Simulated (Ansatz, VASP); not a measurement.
**Two plane-wave programs on Se**

```
Se
1.0
     4.78100   -2.67512    0.00000
     4.78100    2.67512    0.00000
     0.00000    0.00000    5.41092
Se
6
Direct
  0.07919 0.92081 0.75000
  0.92081 0.07919 0.25000
  0.71155 0.67657 0.25000
  0.28845 0.32343 0.75000
  0.67657 0.71155 0.75000
  0.32343 0.28845 0.25000
```

Alike in both runs: functional PBE; k mesh 4 × 4 × 4; occupations gaussian, width 0.1 eV; no spin polarisation.

Ansatz relaxed the structure, and its values are those at the end. VASP's run is a single point on that final structure, the one shown.

```csv
,VASP,Ansatz
version,VASP 6.6.1,Ansatz 0.2.0
potentials or method,"VASP PAW PBE potentials, release 64 (Se), cutoff 520 eV","scalar-relativistic, plane waves, PAW"
valence electrons in the cell,36,96
```

|  | VASP | Ansatz | Ansatz less VASP |
| --- | --- | --- | --- |
| gap on the k mesh at the Fermi level (eV) | none | none | - |
| pressure (GPa) | 0.0 | 0.0 | -0.02 |
| rms of the force components (eV/Å) | 0.013 | 0.013 | +0.0001 |

A gap of «none» marks a metal or a gap that the smearing closes. VASP's potentials hold 36 valence electrons a cell and Ansatz's 96, so a difference there can come from the potentials and not from the codes.
